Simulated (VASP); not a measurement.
# I (R-3m) in VASP: a series of runs, part 2 of 2

VASP 6.6.1.

**3. Single point, PBE (volume scaled by 0.45)**

INCAR reads:

```
PREC = Accurate ; ENCUT = 520
EDIFF = 1E-6 ; ISMEAR = -1
SIGMA = 0.1 ; LREAL = F
LASPH = T ; NELM = 80
ALGO = Normal ; ISIF = 2
LWAVE = F ; LCHARG = T
GGA = PE ; LELF = T
LVHAR = T ; NBANDS = 14
```

KPOINTS reads:

```
Automatic mesh
0
Gamma
  11 11 11
```

POSCAR reads:

```
I
1.0
    1.8783852243     -1.0844862149      3.0732077000
    0.0000000000      2.1689724298      3.0732077000
   -1.8783852243     -1.0844862149      3.0732077000
I
2
Direct
    0.2500000000      0.2500000000      0.2500000000
   -0.2500000000     -0.2500000000     -0.2500000000
```

Potentials or basis: VASP PAW PBE potentials, release 64 (I).

Launch:

```
$ cat potpaw_PBE.64/I/POTCAR > POTCAR
$ mpirun -np 1 vasp_std > vasp.out
```

OUTCAR:

```text
PREC = Accurate
   ENCUT = 520
   EDIFF = 1E-6
   ISMEAR = -1
   LREAL = F
   LASPH = T
   NELM = 80
   ISIF = 2
   GGA = PE

 ion  position               nearest neighbor table
   1  0.250  0.250  0.250-   2 2.66   2 2.66   2 2.66   2 2.66   2 2.66   2 2.66
   2  0.750  0.750  0.750-   1 2.66   1 2.66   1 2.66   1 2.66   1 2.66   1 2.66

  LATTYP: Found a trigonal (rhomboedric) cell.
 ALAT       =     3.7615218953
 COS(alpha) =     0.5012623735

  Lattice vectors:

 A1 = (   1.8783852243,  -1.0844862149,   3.0732077000)
 A2 = (   0.0000000000,   2.1689724298,   3.0732077000)
 A3 = (  -1.8783852243,  -1.0844862149,   3.0732077000)

Analysis of symmetry for initial positions (statically):
=====================================================================
 Subroutine PRICEL returns following result:

  LATTYP: Found a trigonal (rhomboedric) cell.
 ALAT       =     2.6581182805
 COS(alpha) =     0.0012639691

  Lattice vectors:

 A1 = (   1.8783852243,   1.0844862149,   1.5366038500)
 A2 = (  -1.8783852243,   1.0844862149,   1.5366038500)
 A3 = (   0.0000000000,  -2.1689724298,   1.5366038500)

   2 primitive cells build up your supercell.

 Routine SETGRP: Setting up the symmetry group for a
 trigonal (rhombohedral) supercell.

 Subroutine GETGRP returns: Found 12 space group operations
 (whereof 12 operations were pure point group operations)
 out of a pool of 12 trial point group operations.

The static configuration has the point symmetry D_3d.

Analysis of symmetry for dynamics (positions and initial velocities):
=====================================================================
 Subroutine PRICEL returns following result:

  LATTYP: Found a trigonal (rhomboedric) cell.
 ALAT       =     2.6581182805
[... 132 lines left out ...]
   IALGO  =     38    algorithm
   IMIX   =      4    mixing-type and parameters
     AMIX     =   0.40;   BMIX     =  1.00
     AMIX_MAG =   1.60;   BMIX_MAG =  1.00
  volume/ion in A,a.u.               =      18.78       126.74
  Fermi-wavevector in a.u.,A,eV,Ry     =   1.178149  2.226379 18.885364  1.388035
  Thomas-Fermi vector in A             =   2.314483
   LORBIT       =      0    0 simple, 1 ext, 2 COOP (PROOUT), +10 PAW based schemes
   GGA     = PE    functional components
   LHFCALC =     F    Hartree Fock is set to
   AEXX    =    0.0000 exact exchange contribution
   IVDW    =     0    specifies the selected vdW correction
   LEPSILON=     F    determine dielectric tensor
   LRPA    =     F    only Hartree local field effects (RPA)
 non-spin polarized calculation
  energy-cutoff  :      520.00
  volume of cell :       37.56
 maximum number of plane-waves:      1026
   NGX = 13   NGY = 13   NGZ = 13

 number of electron      14.0000001 magnetization

 Free energy of the ion-electron system (eV)
  ---------------------------------------------------
  ext. energy  EPLUGINS =         0.00000000
  ---------------------------------------------------
  free energy    TOTEN  =         5.79819892 eV

  energy without entropy =        5.83478901  energy(sigma->0) =        5.81649397

 E-fermi :  16.2966     XC(G=0): -12.0029

 val. band max:       16.2881587290   @ k =  -0.4545   0.1818  -0.0000
 cond. band min:      16.3037819433   @ k =  -0.4545  -0.4545   0.3636
 fundamental gap:      0.0156232142
 Fermi energy:        16.2965772765

 k-point     1 :       0.0000    0.0000    0.0000
  band No.  band energies     occupation
      1      -5.2051      2.00000
      2       6.8718      2.00000
      3       8.9717      2.00000
      4       9.0023      2.00000
      5       9.0023      2.00000
      6      15.8877      1.96705
      7      15.8877      1.96705
      8      15.8977      1.96364
      9      17.6996      0.00000
     10      17.7322      0.00000
     11      17.7322      0.00000
     12      20.3452      0.00000
     13      20.3452      0.00000
     14      20.5165      0.00000
[... 377 lines left out ...]
      1      -3.8658      2.00000
      2       2.4652      2.00000
      3       6.9839      2.00000
      4      10.6876      2.00000
      5      11.1838      2.00000
      6      11.9987      2.00000
      7      12.6435      2.00000
      8      17.2196      0.00020
      9      17.7697      0.00000
     10      18.8447      0.00000
     11      22.2158      0.00000
     12      22.2511      0.00000
     13      26.1340      0.00000
     14      26.2046      0.00000

 [... further k-points ...]
[... 5 lines left out ...]
  --------------------------------------------------------------------------------------
  -------------------------------------------------------------------------------------
  Total       26.0109469     26.0109469     26.1082767      0.0000000      0.0000000      0.0000000
  in kB     1109.4682605   1109.4682605   1113.6197568      0.0000000      0.0000000      0.0000000
  external PRESSURE =    1110.8520926 kB  Pullay stress =       0.0000000 kB

 VOLUME and BASIS-vectors are now :
 -----------------------------------------------------------------------------
  energy-cutoff  :      520.00
  volume of cell :       37.56
      direct lattice vectors                 reciprocal lattice vectors
     1.878385224 -1.084486215  3.073207700     0.266186080 -0.153682605  0.108464304
     0.000000000  2.168972430  3.073207700     0.000000000  0.307365210  0.108464304
    -1.878385224 -1.084486215  3.073207700    -0.266186080 -0.153682605  0.108464304

 POSITION                                       TOTAL-FORCE (eV/Angst)
 -----------------------------------------------------------------------------------
      0.00000      0.00000      2.30491         0.000000      0.000000     -0.000000
      0.00000      0.00000      6.91472        -0.000000     -0.000000      0.000000
 -----------------------------------------------------------------------------------
    total drift:                               -0.000000     -0.000000     -0.000000

  FREE ENERGIE OF THE ION-ELECTRON SYSTEM (eV)
  ---------------------------------------------------
  free  energy   TOTEN  =         5.7981989247 eV

  energy  without entropy=        5.8347890102  energy(sigma->0) =        5.81649397
```

stdout:

```text
POSCAR found type information on POSCAR I
 POSCAR found :  1 types and       2 ions
 scaLAPACK will be used
 LDA part: xc-table for (Slater+PW92), standard interpolation
 POSCAR, INCAR and KPOINTS ok, starting setup
 FFT: planning ... GRIDC
 FFT: planning ... GRID_SOFT
 FFT: planning ... GRID
 WAVECAR not read
 entering main loop
```

Wall time 50 s (1 thread of Intel Xeon Platinum 8259CL at 2.50GHz (Skylake/Cascade Lake), shared host); peak memory 0.2 GiB.

What came out:

* Free energy: 5.7982 eV
* Pressure: 111.1 GPa
* Band gap on the k mesh: zero (band 7 reaches 18.73 eV, above the bottom of band 8 at 12.56 eV)

Levels at points of the mesh, in eV from the Fermi level:
```tsv
k point	band 4	band 5	band 6	band 7	band 8	band 9	band 10	band 11
(0.00, 0.00, 0.00)	-7.29	-7.29	-0.41	-0.41	-0.40	1.40	1.44	1.44
```

Caveat: spin-orbit coupling is left out, which moves the levels of the heavy elements.
